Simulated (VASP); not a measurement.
A run of VASP 6.6.1:

The input POSCAR:

```
AlRu
1.0
    2.9916000000      0.0000000000      0.0000000000
    0.0000000000      2.9916000000      0.0000000000
    0.0000000000      0.0000000000      2.9916000000
Al Ru
1 1
Direct
    0.0000000000      0.0000000000      0.0000000000
    0.5000000000      0.5000000000      0.5000000000
```

File INCAR.step1:

```
ALGO = Normal
EDIFF = 1E-4
ENCUT = 520
GGA = PE
ISMEAR = -1
LASPH = T
LCHARG = F
LREAL = F
LWAVE = T
NBANDS = 16
NELM = 100
PREC = Accurate
SIGMA = 0.05
```

INCAR.step2

```
ALGO = Normal
EDIFF = 1E-8
ENCUT = 520
ISIF = 2
ISMEAR = -1
ISTART = 1
LASPH = T
LCHARG = F
LEFG = T
LMIXTAU = T
LREAL = F
LWAVE = F
METAGGA = R2SCAN
NBANDS = 16
NELM = 100
PREC = Accurate
SIGMA = 0.05
```

The input KPOINTS:

```
k-points
0
Gamma
  12 12 12
```

Potentials or basis: VASP PAW PBE potentials, release 64 (Al, Ru_pv).

The run is started by

```bash
$ cat potpaw_PBE.64/Al/POTCAR potpaw_PBE.64/Ru_pv/POTCAR > POTCAR
$ cp INCAR.step1 INCAR
$ mpirun -np 1 vasp_std > vasp.out
$ cp INCAR.step2 INCAR
$ mpirun -np 1 vasp_std > vasp.out
```

Hardware: 1 thread of AMD EPYC 7R43 64-Core Processor (Zen 3) (shared host).

Problem. How long does it take, and how much memory?

Solution. It took 3.5 min on 1 thread of AMD EPYC 7R43 64-Core Processor (Zen 3) (shared host), peak memory 0.13 GiB. Counts: k points 84.
